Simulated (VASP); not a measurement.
W:

```
W
1.0
    -1.61338    1.61338    1.61338
     1.61338   -1.61338    1.61338
     1.61338    1.61338   -1.61338
W
1
Cartesian
  0.0000 0.0000 0.0000
```

Base run:

| Quantity | Value |
| --- | --- |
| Program | VASP 6.6.1 |
| Functional | SVWN5 |
| Potentials or basis | VASP PAW PBE potentials, release 64 (W_sv) |
| Cutoff | 520 eV |
| k mesh | 12 × 12 × 12 |
| Occupations | fermi-dirac, width 0.05 eV |
| Spin | no spin polarisation |

Its results: band gap on the k mesh zero (band 7 reaches 15.00 eV, above the bottom of band 8 at 9.10 eV); pressure -23.8 GPa.

After a change of settings the same cell gave: band gap on the k mesh zero (band 7 reaches 15.43 eV, above the bottom of band 8 at 9.55 eV); pressure -19.8 GPa. Which change was it?
A. functional from SVWN5 to revPBE; dispersion from none to D3(BJ)
B. functional from SVWN5 to PBE; further incar settings from ALGO = Normal; EDIFF = 1e-06; NBANDS = 13 to ALGO = Fast; EDIFF = 1e-07; NBANDS = 13
C. functional from SVWN5 to RPBE
D. functional from SVWN5 to BHLYP; k mesh from 12 × 12 × 12 to 6 × 6 × 6

A.

Caveats: the PAW data sets were made with another functional, which shifts forces and pressure a little; spin-orbit coupling is left out, which moves the levels of the heavy elements; pairwise dispersion overbinds metals, which lowers pressure and volume (some runs).
